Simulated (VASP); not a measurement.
**GaP: single point with r2SCAN**

Crystal: GaP.

```
CELL_PARAMETERS angstrom
0.00000 2.78741 2.78741
2.78741 0.00000 2.78741
2.78741 2.78741 0.00000
ATOMIC_POSITIONS crystal
Ga 0.00000 0.00000 0.00000
P 0.25000 0.25000 0.25000
```

```
Program             : VASP 6.6.1
Task                : single point
Functional          : r2SCAN
Potentials or basis : VASP PAW PBE potentials, release 64 (Ga_d, P)
Cutoff              : 520 eV
k mesh              : 6 × 6 × 6
Occupations         : gaussian, width 0.01 eV
Spin                : no spin polarisation
```

```json
{"Pressure": "-5.1 GPa", "Band gap on the k mesh": "1.76 eV, direct"}
```

Levels at points of the mesh, in eV from the valence-band top:
| k point | band 7 | band 8 | band 9 | band 10 | band 11 | band 12 |
| --- | --- | --- | --- | --- | --- | --- |
| (0.00, 0.00, 0.00) | 0.00 | 0.00 | 0.00 | 1.76 | 4.20 | 4.20 |
| (0.50, 0.00, 0.00) | -6.46 | -1.07 | -1.07 | 1.82 | 5.06 | 5.06 |
| (0.50, 0.50, 0.00) | -6.64 | -2.56 | -2.56 | 2.04 | 2.14 | 10.82 |

It took 38 s on 1 thread of Intel(R) Xeon(R) Platinum 8488C (Sapphire Rapids) (shared host), peak memory 0.17 GiB.

Caveat: the PAW data sets were made with another functional, which shifts forces and pressure a little. r2SCAN opens gaps a little over a GGA but as a rule still falls short of measured ones.
